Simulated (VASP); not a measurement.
# TiO (F-43m) in VASP: a series of runs

The runs below take TiO through single point, with r2SCAN.

All numbers are computed with VASP 6.6.1; they aren't measurements. Logs are shortened: lines on timing, memory, paths and dates and some standing lists are left out, and cuts for length are marked.

## Step 1: The cell of the first run

Symmetry: F-43m, No. 216, cubic system. The conventional cell has a = 4.610 Å, b = 4.610 Å, c = 4.610 Å, α = 90.00°, β = 90.00°, γ = 90.00°. Within 2.6 Å of Ti (site symmetry -43m) lie 4 O at 2.00 Å. Within 2.6 Å of O (site symmetry -43m) lie 4 Ti at 2.00 Å.

## Step 2: Single point, r2SCAN, collinear spin

Input file POSCAR:

```
TiO
1.0
    0.0000000000      2.3051679792      2.3051679792
    2.3051679792      0.0000000000      2.3051679792
    2.3051679792      2.3051679792      0.0000000000
Ti O
1 1
Direct
    0.0000000000      0.0000000000      0.0000000000
    0.2500000000      0.2500000000      0.2500000000
```

Input file INCAR.step1:

```
SYSTEM = TiO
PREC = Accurate
ENCUT = 520
ISMEAR = 0
SIGMA = 0.1
LREAL = .False.
LASPH = .True.
NELM = 150
ISPIN = 2
MAGMOM = 0.17 0
LMAXMIX = 4
NBANDS = 20
GGA = PE
ALGO = Normal
EDIFF = 1E-4
LWAVE = .True.
LCHARG = .False.
```

Input file INCAR.step2:

```
SYSTEM = TiO
PREC = Accurate
ENCUT = 520
EDIFF = 1E-6
ISMEAR = 0
SIGMA = 0.1
LREAL = .False.
LASPH = .True.
NELM = 150
ALGO = Normal
ISIF = 2
LWAVE = .False.
LCHARG = .False.
ISPIN = 2
MAGMOM = 0.17 0
LORBIT = 11
LMAXMIX = 4
METAGGA = R2SCAN
LMIXTAU = .True.
NBANDS = 20
ISTART = 1
```

Input file KPOINTS:

```
regular mesh
0
Gamma
  16 16 16
  0 0 0
```

Potentials or basis: VASP PAW PBE potentials, release 64 (Ti_sv, O).

Started as:

```
$ cat potpaw_PBE.64/Ti_sv/POTCAR potpaw_PBE.64/O/POTCAR > POTCAR
$ cp INCAR.step1 INCAR
$ mpirun -np 1 vasp_std > vasp.out
$ cp INCAR.step2 INCAR
$ mpirun -np 1 vasp_std > vasp.out
```

OUTCAR:

```text
SYSTEM = TiO
   PREC = Accurate
   ENCUT = 520
   EDIFF = 1E-6
   ISMEAR = 0
   LREAL = .False.
   LASPH = .True.
   NELM = 150
   ISIF = 2
   ISPIN = 2
   LORBIT = 11
   METAGGA = R2SCAN
   ISTART = 1

 ion  position               nearest neighbor table
   1  0.000  0.000  0.000-   2 2.00   2 2.00   2 2.00   2 2.00
   2  0.250  0.250  0.250-   1 2.00   1 2.00   1 2.00   1 2.00

  LATTYP: Found a face centered cubic cell.
 ALAT       =     4.6103359584

  Lattice vectors:

 A1 = (   0.0000000000,   2.3051679792,   2.3051679792)
 A2 = (   2.3051679792,   0.0000000000,   2.3051679792)
 A3 = (   2.3051679792,   2.3051679792,   0.0000000000)

Analysis of symmetry for initial positions (statically):
=====================================================================
 Subroutine PRICEL returns:
 Original cell was already a primitive cell.

 Routine SETGRP: Setting up the symmetry group for a
 face centered cubic supercell.

 Subroutine GETGRP returns: Found 24 space group operations
 (whereof 24 operations were pure point group operations)
 out of a pool of 48 trial point group operations.

The static configuration has the point symmetry T_d .

Analysis of symmetry for dynamics (positions and initial velocities):
=====================================================================
 Subroutine PRICEL returns:
 Original cell was already a primitive cell.

 Routine SETGRP: Setting up the symmetry group for a
 face centered cubic supercell.

 Subroutine GETGRP returns: Found 24 space group operations
 (whereof 24 operations were pure point group operations)
 out of a pool of 48 trial point group operations.

The dynamic configuration has the point symmetry T_d .

Analysis of structural, dynamic, and magnetic symmetry:
=====================================================================
 Subroutine PRICEL returns:
 Original cell was already a primitive cell.

 Routine SETGRP: Setting up the symmetry group for a
 face centered cubic supercell.

 Subroutine GETGRP returns: Found 24 space group operations
 (whereof 24 operations were pure point group operations)
 out of a pool of 48 trial point group operations.

The overall configuration has the point symmetry T_d .

 Subroutine INISYM returns: Found 24 space group operations
 (whereof 24 operations are pure point group operations),
 and found     1 'primitive' translations

----------------------------------------------------------------------------------------

                                     Primitive cell

[... 113 lines left out ...]
  Thomas-Fermi vector in A             =   2.591674
   LORBIT       =     11    0 simple, 1 ext, 2 COOP (PROOUT), +10 PAW based schemes
   METAGGA = R2SCAN    functional components
   LHFCALC =     F    Hartree Fock is set to
   AEXX    =    0.0000 exact exchange contribution
   IVDW    =     0    specifies the selected vdW correction
   LEPSILON=     F    determine dielectric tensor
   LRPA    =     F    only Hartree local field effects (RPA)
 spin polarized calculation
 Gauss-broadening in eV      SIGMA  =   0.10
  energy-cutoff  :      520.00
  volume of cell :       24.50
 maximum number of plane-waves:       684
   NGX = 13   NGY = 13   NGZ = 13

 number of electron      17.9999994 magnetization      -0.3133424

 Free energy of the ion-electron system (eV)
  ---------------------------------------------------
  ext. energy  EPLUGINS =         0.00000000
  ---------------------------------------------------
  free energy    TOTEN  =       -23.64747866 eV

  energy without entropy =      -23.63809796  energy(sigma->0) =      -23.64278831

 E-fermi :   8.9173     XC(G=0): -12.1104

 val. band max:        8.9165793362   @ k =  -0.3125   0.1250   0.0000
 cond. band min:       8.9200957817   @ k =   0.5000   0.0000   0.0000
 fundamental gap:      0.0035164455
 Fermi energy:         8.9172642275

 spin component 1

 k-point     1 :       0.0000    0.0000    0.0000
  band No.  band energies     occupation
      1     -51.3918      1.00000
      2     -26.5035      1.00000
      3     -26.5034      1.00000
      4     -26.5034      1.00000
      5     -13.9298      1.00000
      6       1.1648      1.00000
[... 541 lines left out ...]
     19      28.2026      0.00000
     20      29.4681      0.00000

 [... further k-points ...]

 spin component 2

 k-point     1 :       0.0000    0.0000    0.0000
  band No.  band energies     occupation
      1     -51.7650      1.00000
      2     -26.8779      1.00000
      3     -26.8779      1.00000
      4     -26.8779      1.00000
      5     -13.9320      1.00000
      6       1.1184      1.00000
[... 541 lines left out ...]
     19      28.0417      0.00000
     20      29.3205      0.00000

 [... further k-points ...]

------------------------ aborting loop because EDIFF is reached ----------------------------------------

  FORCE on cell =-STRESS in cart. coord.  units (eV):
  Direction    XX          YY          ZZ          XY          YZ          ZX
  --------------------------------------------------------------------------------------
  -------------------------------------------------------------------------------------
  Total        0.1800050      0.1800050      0.1800050     -0.0000000      0.0000000      0.0000000
  in kB       11.7721951     11.7721951     11.7721951     -0.0000000      0.0000000      0.0000000
  external PRESSURE =      11.7721951 kB  Pullay stress =       0.0000000 kB

 VOLUME and BASIS-vectors are now :
 -----------------------------------------------------------------------------
  energy-cutoff  :      520.00
  volume of cell :       24.50
      direct lattice vectors                 reciprocal lattice vectors
     0.000000000  2.305167979  2.305167979    -0.216903933  0.216903933  0.216903933
     2.305167979  0.000000000  2.305167979     0.216903933 -0.216903933  0.216903933
     2.305167979  2.305167979  0.000000000     0.216903933  0.216903933 -0.216903933

 POSITION                                       TOTAL-FORCE (eV/Angst)
 -----------------------------------------------------------------------------------
      0.00000      0.00000      0.00000        -0.000000     -0.000000     -0.000000
      1.15258      1.15258      1.15258         0.000000      0.000000      0.000000
 -----------------------------------------------------------------------------------
    total drift:                                0.000000      0.000000      0.000000

  FREE ENERGIE OF THE ION-ELECTRON SYSTEM (eV)
  ---------------------------------------------------
  free  energy   TOTEN  =       -23.6474786618 eV

  energy  without entropy=      -23.6380979553  energy(sigma->0) =      -23.64278831

 total charge

# of ion       s       p       d       tot
------------------------------------------
    1        2.160   6.178   1.923  10.261
    2        1.574   3.528   0.000   5.102
--------------------------------------------------
tot          3.734   9.706   1.923  15.363

 magnetization (x)

# of ion       s       p       d       tot
------------------------------------------
    1       -0.003  -0.001  -0.278  -0.281
    2        0.001   0.009   0.000   0.010
--------------------------------------------------
tot         -0.002   0.009  -0.278  -0.271
```

OUTCAR.step1:

```text
SYSTEM = TiO
   PREC = Accurate
   ENCUT = 520
   ISMEAR = 0
   LREAL = .False.
   LASPH = .True.
[... 1348 lines left out ...]
      0.00000      0.00000      0.00000        -0.000000     -0.000000      0.000000
      1.15258      1.15258      1.15258         0.000000      0.000000     -0.000000
 -----------------------------------------------------------------------------------
    total drift:                                0.000000      0.000000      0.000000

  FREE ENERGIE OF THE ION-ELECTRON SYSTEM (eV)
  ---------------------------------------------------
  free  energy   TOTEN  =       -17.1472659503 eV

  energy  without entropy=      -17.1344704423  energy(sigma->0) =      -17.14086820
```

OSZICAR.step1:

```text
N       E                     dE             d eps       ncg     rms          rms(c)
DAV:   1     0.168914986706E+03    0.16891E+03   -0.84989E+03 11644   0.103E+03
DAV:   2    -0.986029102268E+01   -0.17878E+03   -0.16759E+03 11828   0.312E+02
DAV:   3    -0.209240233649E+02   -0.11064E+02   -0.10915E+02 14232   0.800E+01
DAV:   4    -0.212141516147E+02   -0.29013E+00   -0.28961E+00 13200   0.121E+01
DAV:   5    -0.212210704326E+02   -0.69188E-02   -0.69185E-02 13320   0.174E+00    0.162E+01
DAV:   6    -0.177830396828E+02    0.34380E+01   -0.18459E+01 16932   0.456E+01    0.776E+00
DAV:   7    -0.171659356755E+02    0.61710E+00   -0.22769E+00 14108   0.163E+01    0.439E+00
DAV:   8    -0.172002649277E+02   -0.34329E-01   -0.46052E-01 15316   0.672E+00    0.244E+00
DAV:   9    -0.171479171628E+02    0.52348E-01   -0.12565E-01 13224   0.391E+00    0.371E-01
DAV:  10    -0.171483301837E+02   -0.41302E-03   -0.35625E-03 13024   0.496E-01    0.364E-01
DAV:  11    -0.171473372067E+02    0.99298E-03   -0.93959E-04 13500   0.335E-01    0.106E-01
DAV:  12    -0.171472659503E+02    0.71256E-04   -0.24549E-04 11892   0.147E-01
   1 F= -.17147266E+02 E0= -.17140868E+02  d E =-.127955E-01  mag=    -0.0527
```

It took 14 min on 1 thread of Intel Xeon 8259CL, shared host; peak memory 0.21 GiB.

What came out:

* Free energy: -23.6475 eV
* Pressure: 1.2 GPa
* Net moment: -0.31 μB per cell
* Site moments: Ti -0.28; O +0.01 μB
* Valence electrons inside the program's atomic spheres: Ti 10.26; O 5.10

Levels at points of the mesh, in eV from the Fermi level:
Spin up:
| k point | band 6 | band 7 | band 8 | band 9 | band 10 | band 11 | band 12 | band 13 |
| --- | --- | --- | --- | --- | --- | --- | --- | --- |
| (0.00, 0.00, 0.00) | -7.75 | -7.75 | -7.75 | -1.22 | 0.86 | 0.86 | 3.42 | 3.42 |
| (0.50, 0.00, 0.00) | -8.18 | -7.33 | -7.33 | 0.00 | 1.11 | 1.11 | 2.51 | 2.51 |
| (0.50, 0.50, 0.00) | -8.66 | -6.75 | -6.75 | -1.75 | 0.86 | 1.75 | 2.02 | 2.02 |
Spin down:
```csv
k point,band 5,band 6,band 7,band 8,band 9,band 10,band 11,band 12,band 13,band 14
"(0.00, 0.00, 0.00)",-22.85,-7.80,-7.80,-7.80,-1.29,0.33,0.33,3.23,3.23,3.23
"(0.50, 0.00, 0.00)",-22.27,-8.22,-7.38,-7.38,-0.13,0.60,0.60,2.30,2.30,4.92
"(0.50, 0.50, 0.00)",-22.09,-8.75,-6.77,-6.77,-1.85,0.46,1.19,1.78,1.78,6.74
```

Caveat: a moment this small can come from the mesh or the smearing; the PAW data sets were made with another functional, which shifts forces and pressure a little; semilocal functionals often make such compounds metallic where correlation or magnetic order opens a gap, which also shifts bond lengths.

## Step 3: Single point, r2SCAN, collinear spin

POSCAR is that of step 2.

Input file INCAR.step1:

```
  PREC = Accurate
  ENCUT = 520
  ISMEAR = 0
  SIGMA = 0.1
  LREAL = False
  LASPH = True
  NELM = 150
  ISPIN = 2
  MAGMOM = 1 0
  LMAXMIX = 4
  NBANDS = 20
  GGA = PE
  ALGO = Normal
  EDIFF = 1E-4
  LWAVE = True
  LCHARG = False
```

Input file INCAR.step2:

```
  PREC = Accurate
  ENCUT = 520
  EDIFF = 1E-6
  ISMEAR = 0
  SIGMA = 0.1
  LREAL = False
  LASPH = True
  NELM = 150
  ALGO = Normal
  ISIF = 2
  LWAVE = False
  LCHARG = False
  ISPIN = 2
  MAGMOM = 1 0
  LORBIT = 11
  LMAXMIX = 4
  METAGGA = R2SCAN
  LMIXTAU = True
  NBANDS = 20
  ISTART = 1
```

Input file KPOINTS:

```
regular mesh
0
Gamma
  16 16 16
```

Potentials or basis: VASP PAW PBE potentials, release 64 (Ti_sv, O).

Started as:

```
$ cat potpaw_PBE.64/Ti_sv/POTCAR potpaw_PBE.64/O/POTCAR > POTCAR
$ cp INCAR.step1 INCAR
$ mpirun -np 1 vasp_std > vasp.out
$ cp INCAR.step2 INCAR
$ mpirun -np 1 vasp_std > vasp.out
```

Run time: 9 min. Hardware: 1 thread of Intel Xeon 8259CL, shared host; peak memory 0.21 GiB.

It converged, with:

| Quantity | Value |
| --- | --- |
| Free energy | -23.6475 eV |
| Pressure | 1.2 GPa |
| Net moment | -0.31 μB per cell |
| Site moments | Ti -0.28; O +0.01 μB |
| Valence electrons inside the program's atomic spheres | Ti 10.26; O 5.10 |

Levels at points of the mesh, in eV from the Fermi level:
Spin up:
```tsv
k point	band 6	band 7	band 8	band 9	band 10	band 11	band 12	band 13
(0.00, 0.00, 0.00)	-7.75	-7.75	-7.75	-1.22	0.86	0.86	3.42	3.42
(0.50, 0.00, 0.00)	-8.18	-7.33	-7.33	0.00	1.11	1.11	2.51	2.51
(0.50, 0.50, 0.00)	-8.66	-6.75	-6.75	-1.75	0.86	1.75	2.02	2.02
```
Spin down:
| k point | band 5 | band 6 | band 7 | band 8 | band 9 | band 10 | band 11 | band 12 | band 13 | band 14 |
| --- | --- | --- | --- | --- | --- | --- | --- | --- | --- | --- |
| (0.00, 0.00, 0.00) | -22.85 | -7.80 | -7.80 | -7.80 | -1.29 | 0.33 | 0.33 | 3.23 | 3.23 | 3.23 |
| (0.50, 0.00, 0.00) | -22.27 | -8.22 | -7.38 | -7.38 | -0.13 | 0.60 | 0.60 | 2.30 | 2.30 | 4.92 |
| (0.50, 0.50, 0.00) | -22.09 | -8.75 | -6.77 | -6.77 | -1.85 | 0.46 | 1.19 | 1.78 | 1.78 | 6.74 |

Caveat: a moment this small can come from the mesh or the smearing; the PAW data sets were made with another functional, which shifts forces and pressure a little; semilocal functionals often make such compounds metallic where correlation or magnetic order opens a gap, which also shifts bond lengths.
